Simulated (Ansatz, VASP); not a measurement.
## Ca: VASP beside Ansatz

INCAR

```
SYSTEM = Ca
PREC = Accurate
ENCUT = 520
EDIFF = 1E-6
ISMEAR = 0
SIGMA = 0.15
LREAL = .False.
LASPH = .True.
NELM = 60
ALGO = Fast
ISIF = 2
LWAVE = .False.
LCHARG = .False.
NBANDS = 17
```

Contents of KPOINTS:

```
regular mesh
0
Gamma
  14 14 8
  0 0 0
```

File POSCAR:

```
Ca
1.0
    1.9712759950     -3.3954901800      0.0000000000
    1.9712759950      3.3954901800      0.0000000000
    0.0000000000      0.0000000000      6.5091117400
Ca
2
Direct
    0.8355866000      0.1644134000      0.2500000000
    0.1644134000      0.8355866000      0.7500000000
```

Input for Ansatz:

```yaml
crystal:
  lattice:
    - [1.971275995, -3.39549018, 0.0]
    - [1.971275995, 3.39549018, 0.0]
    - [0.0, 0.0, 6.50911174]
  atoms:
    - { symbol: Ca, position: [0.8355866, 0.1644134, 0.25] }
    - { symbol: Ca, position: [0.1644134, 0.8355866, 0.75] }
basis:
  ecutwfc: 420
kpoints:
  mp_grid: { grid: [14, 14, 8] }
hamiltonian:
  xc: lda
scf:
  occupations: { method: gaussian, width: 0.15 }
output:
  forces: true
  stress: true
  eigenvalues: true
```

Alike in both runs: task single point; functional LDA; k mesh 14 × 14 × 8; occupations gaussian, width 0.15 eV; no spin polarisation.

```csv
,VASP,Ansatz
version,VASP 6.6.1,Ansatz 0.2.0
potentials or method,"VASP PAW LDA potentials, release 64 (Ca_sv), cutoff 520 eV","scalar-relativistic, plane waves, PAW"
valence electrons in the cell,20,20
```

Ansatz gave:

- gap on the k mesh at the Fermi level (eV): none
- pressure (GPa): -2.0
- traceless stress, the component that is largest in VASP (GPa): 0.16
- rms of the force components (eV/Å): 0.008

Estimate VASP's values.

gap on the k mesh at the Fermi level (eV): none; pressure (GPa): -2.1; traceless stress, the component that is largest in VASP (GPa): 0.16; rms of the force components (eV/Å): 0.008.

LDA's correlation is that of Perdew and Zunger in VASP and of Perdew and Wang (1992) in Ansatz. Atom by atom the forces differ by 0.000 eV/Å (rms over components). A gap of «none» marks a metal or a gap that the smearing closes.
